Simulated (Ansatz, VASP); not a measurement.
Two plane-wave programs on C

Contents of INCAR:

```
SYSTEM = C
ALGO = Normal ; EDIFF = 1E-6
ENCUT = 600 ; GGA = PE
GGA_COMPAT = .FALSE. ; ISIF = 2
ISMEAR = 0 ; LASPH = .TRUE.
LCHARG = .FALSE. ; LREAL = .FALSE.
LWAVE = .FALSE. ; NBANDS = 21
NELM = 120 ; PREC = Accurate
SIGMA = 0.1
```

KPOINTS

```
k-points
0
G
  8 8 4
  0 0 0
```

File POSCAR:

```
C
1.0
    2.4304311800      0.0000000000      0.0000000000
    0.0000000000      2.4304311800      0.0000000000
    0.0000000000      0.0000000000      6.1495377900
C
6
Direct
    0.0000000000      0.5000000000      0.3813569400
    0.5000000000      0.0000000000      0.1186430600
    0.0000000000      0.5000000000      0.6186430600
    0.5000000000      0.0000000000      0.8813569400
    0.0000000000      0.0000000000      0.7500000000
    0.0000000000      0.0000000000      0.2500000000
```

Input for Ansatz:

```yaml
crystal:
  lattice:
    - [2.43043118, 0.0, 0.0]
    - [0.0, 2.43043118, 0.0]
    - [0.0, 0.0, 6.14953779]
  atoms:
    - { symbol: C, position: [0.0, 0.5, 0.38135694] }
    - { symbol: C, position: [0.5, 0.0, 0.11864306] }
    - { symbol: C, position: [0.0, 0.5, 0.61864306] }
    - { symbol: C, position: [0.5, 0.0, 0.88135694] }
    - { symbol: C, position: [0.0, 0.0, 0.75] }
    - { symbol: C, position: [0.0, 0.0, 0.25] }
basis:
  ecutwfc: 420
kpoints:
  mp_grid: { grid: [8, 8, 4] }
hamiltonian:
  xc: pbe
scf:
  occupations: { method: gaussian, width: 0.1 }
  lower_state_search: "off"
output:
  forces: true
  stress: true
  eigenvalues: true
```

Alike in both runs: task single point; functional PBE; k mesh 8 × 8 × 4; occupations gaussian, width 0.1 eV; no spin polarisation.

|  | VASP | Ansatz |
| --- | --- | --- |
| version | VASP 6.6.1 | Ansatz 0.2.0 |
| potentials or method | VASP PAW PBE potentials, release 64 (C), cutoff 600 eV | scalar-relativistic, plane waves, PAW |
| valence electrons in the cell | 24 | 24 |

|  | VASP | Ansatz | Ansatz less VASP |
| --- | --- | --- | --- |
| gap on the k mesh at the Fermi level (eV) | none | none | - |
| rms of the force components (eV/Å) | 2.209 | 2.201 | -0.0077 |

Atom by atom the forces differ by 0.008 eV/Å (rms over components). A gap of «none» marks a metal or a gap that the smearing closes.
